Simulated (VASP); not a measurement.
A run of VASP 6.6.1 is set up as follows.

INCAR

```
PREC = Accurate
ENCUT = 520
EDIFF = 1E-6
ISMEAR = 0
SIGMA = 0.1
LREAL = F
LASPH = T
NELM = 80
ALGO = Fast
ISIF = 2
LWAVE = F
LCHARG = F
GGA = PE
NBANDS = 44
```

File KPOINTS:

```
regular mesh
0
Gamma
  12 12 8
```

The input POSCAR:

```
CoSn
1.0
    5.3490298473      0.0000000000      0.0000000000
   -2.6745149236      4.6323957333      0.0000000000
    0.0000000000      0.0000000000      4.2721744377
Co Sn
3 3
Direct
    0.0000000000      0.5000000000      0.0000000000
    0.5000000000      0.5000000000      0.0000000000
    0.5000000000      0.0000000000      0.0000000000
    0.6666666667      0.3333333333      0.5000000000
    0.3333333333      0.6666666667      0.5000000000
    0.0000000000      0.0000000000      0.0000000000
```

Potentials or basis: VASP PAW PBE potentials, release 64 (Co, Sn_d).

Run with:

```console
$ cat potpaw_PBE.64/Co/POTCAR potpaw_PBE.64/Sn_d/POTCAR > POTCAR
$ mpirun -np 1 vasp_std > vasp.out
```

Q: Predict the pressure.

A: -3.6 GPa.

Q: What does it give for the band gap on the k mesh?

A: Zero (an odd number of electrons rules out a gap without spin polarisation).

Caveat: the cell stands under tension; spin-orbit coupling is left out, which moves the levels of the heavy elements; the run has no spin polarisation, though such a crystal can be magnetic. Spin polarisation is off, so any magnetic state and its effect on volume and gap are missing.
